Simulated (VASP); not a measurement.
# Ca (Pm-3m) in VASP: notebook

Runs on Ca. Level: PBE. Tasks: single point.

All numbers are computed with VASP 6.6.1; they aren't measurements. Logs are shortened: lines on timing, memory, paths and dates and some standing lists are left out, and cuts for length are marked.

### Step 1. The cell of the first run

Symmetry: Pm-3m, No. 221, cubic system. Conventional cell: a = 2.796 Å, b = 2.796 Å, c = 2.796 Å, α = 90.00°, β = 90.00°, γ = 90.00°. Within 3.7 Å of Ca (site symmetry m-3m) lie 6 Ca at 2.80 Å.

### Step 2. Single point, PBE (volume scaled by 0.5)

Contents of INCAR:

```
PREC = Accurate
ENCUT = 520
EDIFF = 1E-6
ISMEAR = -1
SIGMA = 0.1
LREAL = False
LASPH = True
NELM = 60
ALGO = Normal
ISIF = 2
LWAVE = False
LCHARG = False
GGA = PE
NBANDS = 11
```

Contents of KPOINTS:

```
regular mesh
0
Gamma
  12 12 12
```

Contents of POSCAR:

```
Ca
1.0
    2.7955397159      0.0000000000      0.0000000000
    0.0000000000      2.7955397159      0.0000000000
    0.0000000000      0.0000000000      2.7955397159
Ca
1
Direct
    0.0000000000      0.0000000000      0.0000000000
```

Potentials or basis: VASP PAW PBE potentials, release 64 (Ca_sv).

Command:

```sh
cat potpaw_PBE.64/Ca_sv/POTCAR > POTCAR
mpirun -np 1 vasp_std > vasp.out
```

OUTCAR:

```text
PREC = Accurate
   ENCUT = 520
   EDIFF = 1E-6
   ISMEAR = -1
   LREAL = False
   LASPH = True
   NELM = 60
   ISIF = 2
   GGA = PE

 ion  position               nearest neighbor table
   1  0.000  0.000  0.000-

  LATTYP: Found a simple cubic cell.
 ALAT       =     2.7955397159

  Lattice vectors:

 A1 = (   2.7955397159,   0.0000000000,   0.0000000000)
 A2 = (   0.0000000000,   2.7955397159,   0.0000000000)
 A3 = (   0.0000000000,   0.0000000000,   2.7955397159)

Analysis of symmetry for initial positions (statically):
=====================================================================
 Subroutine PRICEL returns:
 Original cell was already a primitive cell.

 Routine SETGRP: Setting up the symmetry group for a
 simple cubic supercell.

 Subroutine GETGRP returns: Found 48 space group operations
 (whereof 48 operations were pure point group operations)
 out of a pool of 48 trial point group operations.

The static configuration has the point symmetry O_h .

Analysis of symmetry for dynamics (positions and initial velocities):
=====================================================================
 Subroutine PRICEL returns:
 Original cell was already a primitive cell.

 Routine SETGRP: Setting up the symmetry group for a
 simple cubic supercell.

 Subroutine GETGRP returns: Found 48 space group operations
 (whereof 48 operations were pure point group operations)
 out of a pool of 48 trial point group operations.

The dynamic configuration has the point symmetry O_h .

 Subroutine INISYM returns: Found 48 space group operations
 (whereof 48 operations are pure point group operations),
 and found     1 'primitive' translations

----------------------------------------------------------------------------------------

                                     Primitive cell

  volume of cell :      21.8473

  direct lattice vectors                    reciprocal lattice vectors
     2.795539716  0.000000000  0.000000000     0.357712679  0.000000000  0.000000000
     0.000000000  2.795539716  0.000000000     0.000000000  0.357712679  0.000000000
     0.000000000  0.000000000  2.795539716     0.000000000  0.000000000  0.357712679

  length of vectors
     2.795539716  2.795539716  2.795539716     0.357712679  0.357712679  0.357712679

  position of ions in fractional coordinates (direct lattice)
     0.000000000  0.000000000  0.000000000

  ion indices of the primitive-cell ions
   primitive index   ion index
                 1           1

----------------------------------------------------------------------------------------

 KPOINTS: regular mesh

Automatic generation of k-mesh.
 Grid dimensions read from file:
 generate k-points for:   12   12   12

 Generating k-lattice:

  Cartesian coordinates                     Fractional coordinates (reciprocal lattice)
     0.029809390  0.000000000  0.000000000     0.083333333  0.000000000  0.000000000
     0.000000000  0.029809390  0.000000000     0.000000000  0.083333333  0.000000000
     0.000000000  0.000000000  0.029809390     0.000000000  0.000000000  0.083333333

  Length of vectors
     0.029809390  0.029809390  0.029809390

  Shift w.r.t. Gamma in fractional coordinates (k-lattice)
     0.000000000  0.000000000  0.000000000

 Subroutine IBZKPT returns following result:
 ===========================================

 Found     84 irreducible k-points:

 Following reciprocal coordinates:
            Coordinates               Weight
  0.000000  0.000000  0.000000      1.000000
  0.083333  0.000000  0.000000      6.000000
  0.166667  0.000000  0.000000      6.000000
  0.250000  0.000000  0.000000      6.000000
  0.333333  0.000000  0.000000      6.000000
  0.416667  0.000000  0.000000      6.000000
[... 16 lines left out ...]
  0.333333  0.333333  0.000000     12.000000
  0.416667  0.333333  0.000000     24.000000
 [... further k-points ...]
   k-points           NKPTS =     84   k-points in BZ     NKDIM =     84   number of bands    NBANDS=     11
   number of dos      NEDOS =    301   number of ions     NIONS =      1
   total plane-waves  NPLWV =  13824
   dimension x,y,z NGX =    24 NGY =   24 NGZ =   24
   dimension x,y,z NGXF=    48 NGYF=   48 NGZF=   48
   ions per type =               1
   NGX,Y,Z   is equivalent  to a cutoff of  14.27, 14.27, 14.27 a.u.
   NGXF,Y,Z  is equivalent  to a cutoff of  28.54, 28.54, 28.54 a.u.
 SYSTEM =  unknown system
   PREC   = accura    normal or accurate (medium, high low for compatibility)
   ISTART =      0    job   : 0-new  1-cont  2-samecut
   ICHARG =      2    charge: 1-file 2-atom 10-const
   ISPIN  =      1    spin polarized calculation?
   LNONCOLLINEAR =      F non collinear calculations
   LSORBIT =      F    spin-orbit coupling
   LASPH  =      T    aspherical Exc in radial PAW
   ENCUT  =  520.0 eV  38.22 Ry    6.18 a.u.   5.20  5.20  5.20*2*pi/ulx,y,z
   NELM   =     60;   NELMIN=  2; NELMDL= -5     # of ELM steps
   EDIFF  = 0.1E-05   stopping-criterion for ELM
   LREAL  =      F    real-space projection
   EDIFFG = 0.1E-04   stopping-criterion for IOM
   NSW    =      0    number of steps for IOM
   IBRION =     -1    ionic relax: 0-MD 1-quasi-New 2-CG
   NFREE  =      0    steps in history (QN), initial steepest desc. (CG)
   ISIF   =      2    stress and relaxation
   ISYM   =      2    0-nonsym 1-usesym 2-fastsym
   POTIM  = 0.5000    time-step for ionic-motion
   TEBEG  =    0.0;   TEEND  =   0.0 temperature during run
   PSTRESS=    0.0 pullay stress
   NELECT =      10.0000    total number of electrons
   NUPDOWN=      -1.0000    fix difference up-down
   EMIN   =  10.00;   EMAX   =-10.00  energy-range for DOS
   EFERMI =   0.00;   METHOD = LEGACY
   ISMEAR =    -1;   SIGMA  =   0.10  broadening in eV -4-tet -1-fermi 0-gaus
   EFERMI_NEDOS =   21; number of points for ismear=-14 and -15
   IALGO  =     38    algorithm
   IMIX   =      4    mixing-type and parameters
     AMIX     =   0.40;   BMIX     =  1.00
     AMIX_MAG =   1.60;   BMIX_MAG =  1.00
  volume/ion in A,a.u.               =      21.85       147.43
  Fermi-wavevector in a.u.,A,eV,Ry     =   1.261660  2.384193 21.657579  1.591787
  Thomas-Fermi vector in A             =   2.395108
   LORBIT       =      0    0 simple, 1 ext, 2 COOP (PROOUT), +10 PAW based schemes
   GGA     = PE    functional components
   LHFCALC =     F    Hartree Fock is set to
   AEXX    =    0.0000 exact exchange contribution
   IVDW    =     0    specifies the selected vdW correction
   LEPSILON=     F    determine dielectric tensor
   LRPA    =     F    only Hartree local field effects (RPA)
 non-spin polarized calculation
  energy-cutoff  :      520.00
  volume of cell :       21.85
 maximum number of plane-waves:       624
 NGX is ok and might be reduce to    24
   NGX = 11   NGY = 11   NGZ = 11

 number of electron      10.0000002 magnetization

 Free energy of the ion-electron system (eV)
  ---------------------------------------------------
  ext. energy  EPLUGINS =         0.00000000
  ---------------------------------------------------
  free energy    TOTEN  =        -0.59085540 eV

  energy without entropy =       -0.58278385  energy(sigma->0) =       -0.58681962

 E-fermi :   5.1785     XC(G=0): -10.0852

 val. band max:        5.1540770011   @ k =   0.5000   0.0833   0.0833
 cond. band min:       5.2545378076   @ k =   0.5000   0.5000   0.4167
 fundamental gap:      0.1004608065
 Fermi energy:         5.1784937957

 k-point     1 :       0.0000    0.0000    0.0000
  band No.  band energies     occupation
      1     -36.2615      2.00000
      2     -16.4895      2.00000
      3     -16.4895      2.00000
      4     -16.4895      2.00000
      5       0.7593      2.00000
      6       5.5475      0.04871
      7       5.5475      0.04871
      8      11.9967      0.00000
      9      11.9967      0.00000
     10      11.9967      0.00000
     11      19.7431      0.00000

 k-point     2 :       0.0833    0.0000    0.0000
  band No.  band energies     occupation
      1     -36.2460      2.00000
      2     -16.6018      2.00000
      3     -16.4799      2.00000
      4     -16.4799      2.00000
      5       0.9424      2.00000
      6       5.6045      0.02786
      7       5.7037      0.01042
      8      11.7486      0.00000
      9      11.7486      0.00000
     10      12.0136      0.00000
     11      18.7804      0.00000

 k-point     3 :       0.1667    0.0000    0.0000
  band No.  band energies     occupation
      1     -36.2032      2.00000
      2     -16.8998      2.00000
      3     -16.4536      2.00000
      4     -16.4536      2.00000
      5       1.4536      2.00000
      6       5.7651      0.00565
      7       6.1116      0.00018
      8      11.1488      0.00000
      9      11.1488      0.00000
     10      12.0600      0.00000
     11      17.1041      0.00000

 k-point     4 :       0.2500    0.0000    0.0000
  band No.  band energies     occupation
      1     -36.1440      2.00000
      2     -17.2885      2.00000
      3     -16.4174      2.00000
      4     -16.4174      2.00000
      5       2.2081      2.00000
      6       5.9982      0.00055
      7       6.5595      0.00000
      8      10.4549      0.00000
      9      10.4549      0.00000
     10      12.1241      0.00000
     11      15.7108      0.00000

 k-point     5 :       0.3333    0.0000    0.0000
  band No.  band energies     occupation
      1     -36.0839      2.00000
      2     -17.6587      2.00000
      3     -16.3809      2.00000
      4     -16.3809      2.00000
      5       3.1189      2.00000
      6       6.2495      0.00004
      7       6.6895      0.00000
      8       9.8555      0.00000
      9       9.8555      0.00000
     10      12.1893      0.00000
     11      15.0026      0.00000
[... 211 lines left out ...]
 k-point    21 :       0.4167    0.2500    0.0000
  band No.  band energies     occupation
      1     -35.9287      2.00000
      2     -17.7879      2.00000
      3     -17.0850      2.00000
      4     -16.2875      2.00000
      5       4.1874      1.99990
      6       6.0879      0.00022
      7       8.1114      0.00000
      8       9.7627      0.00000
      9       9.8802      0.00000
     10      10.9620      0.00000
     11      14.9029      0.00000

 k-point    22 :       0.5000    0.2500    0.0000
  band No.  band energies     occupation
      1     -35.9127      2.00000
      2     -17.8776      2.00000
      3     -17.0705      2.00000
      4     -16.2780      2.00000
      5       4.3250      1.99961
      6       6.0328      0.00039
      7       8.1204      0.00000
      8       9.6352      0.00000
      9      10.0878      0.00000
     10      10.9931      0.00000
     11      14.7151      0.00000

 k-point    23 :       0.3333    0.3333    0.0000
  band No.  band energies     occupation
      1     -35.9147      2.00000
      2     -17.5000      2.00000
      3     -17.4477      2.00000
      4     -16.2791      2.00000
      5       3.8578      2.00000
      6       6.2649      0.00004
      7       9.0329      0.00000
      8       9.4602      0.00000
      9      10.1796      0.00000
     10      10.4289      0.00000
     11      15.1784      0.00000

 k-point    24 :       0.4167    0.3333    0.0000
  band No.  band energies     occupation
      1     -35.8722      2.00000
      2     -17.7205      2.00000
      3     -17.4267      2.00000
      4     -16.2538      2.00000
      5       3.7654      2.00000
      6       6.4362      0.00001
      7       9.2941      0.00000
      8       9.9235      0.00000
      9      10.1612      0.00000
     10      10.4299      0.00000
     11      14.5803      0.00000

 [... further k-points ...]

------------------------ aborting loop because EDIFF is reached ----------------------------------------

  FORCE on cell =-STRESS in cart. coord.  units (eV):
  Direction    XX          YY          ZZ          XY          YZ          ZX
  --------------------------------------------------------------------------------------
  -------------------------------------------------------------------------------------
  Total        3.2188222      3.2188222      3.2188222      0.0000000     -0.0000000     -0.0000000
  in kB      236.0535694    236.0535694    236.0535694      0.0000000     -0.0000000     -0.0000000
  external PRESSURE =     236.0535694 kB  Pullay stress =       0.0000000 kB

 VOLUME and BASIS-vectors are now :
 -----------------------------------------------------------------------------
  energy-cutoff  :      520.00
  volume of cell :       21.85
      direct lattice vectors                 reciprocal lattice vectors
     2.795539716  0.000000000  0.000000000     0.357712679  0.000000000  0.000000000
     0.000000000  2.795539716  0.000000000     0.000000000  0.357712679  0.000000000
     0.000000000  0.000000000  2.795539716     0.000000000  0.000000000  0.357712679

 POSITION                                       TOTAL-FORCE (eV/Angst)
 -----------------------------------------------------------------------------------
      0.00000      0.00000      0.00000         0.000000      0.000000      0.000000
 -----------------------------------------------------------------------------------
    total drift:                                0.000000      0.000000      0.000000

  FREE ENERGIE OF THE ION-ELECTRON SYSTEM (eV)
  ---------------------------------------------------
  free  energy   TOTEN  =        -0.5908553992 eV

  energy  without entropy=       -0.5827838498  energy(sigma->0) =       -0.58681962
```

Run time: 4.7 s. Hardware: 1 thread of Intel Xeon 6975P-C (Granite Rapids), shared host; peak memory 0.15 GiB.

What came out:

```
Free energy            : -0.5909 eV
Pressure               : 23.6 GPa
Band gap on the k mesh : zero (band 5 reaches 5.15 eV, above the bottom of band 6 at 5.08 eV)
```

### Step 3. Single point, PBE (volume scaled by 0.5)

Contents of INCAR:

```
SYSTEM = Ca
PREC = Accurate
ENCUT = 520
EDIFF = 1E-6
ISMEAR = -1
SIGMA = 0.1
LREAL = .FALSE.
LASPH = .TRUE.
NELM = 60
ALGO = Normal
ISIF = 2
LWAVE = .FALSE.
LCHARG = .FALSE.
GGA = PE
NBANDS = 11
```

Contents of KPOINTS:

```
Automatic mesh
0
G
  12 12 12
  0 0 0
```

POSCAR is that of step 2.

Potentials or basis: VASP PAW PBE potentials, release 64 (Ca_sv).

Command:

```sh
cat potpaw_PBE.64/Ca_sv/POTCAR > POTCAR
mpirun -np 1 vasp_std > vasp.out
```

Wall time 4.8 s (1 thread of Intel Xeon 6975P-C (Granite Rapids), shared host); peak memory 0.14 GiB.

The run converged. Its results:

- Free energy: -0.5909 eV
- Pressure: 23.6 GPa
- Band gap on the k mesh: zero (band 5 reaches 5.15 eV, above the bottom of band 6 at 5.08 eV)

Levels at points of the mesh, in eV from the Fermi level:
```tsv
k point	band 3	band 4	band 5	band 6	band 7	band 8
(0.00, 0.00, 0.00)	-21.67	-21.67	-4.42	0.37	0.37	6.82
(0.50, 0.00, 0.00)	-21.52	-21.52	-0.45	0.62	1.34	4.14
(0.50, 0.50, 0.00)	-22.92	-21.39	-2.03	1.83	4.80	4.80
(0.50, 0.50, 0.50)	-22.68	-22.68	-0.10	-0.10	-0.10	7.09
```

(Part 1 of 2 ends here.)
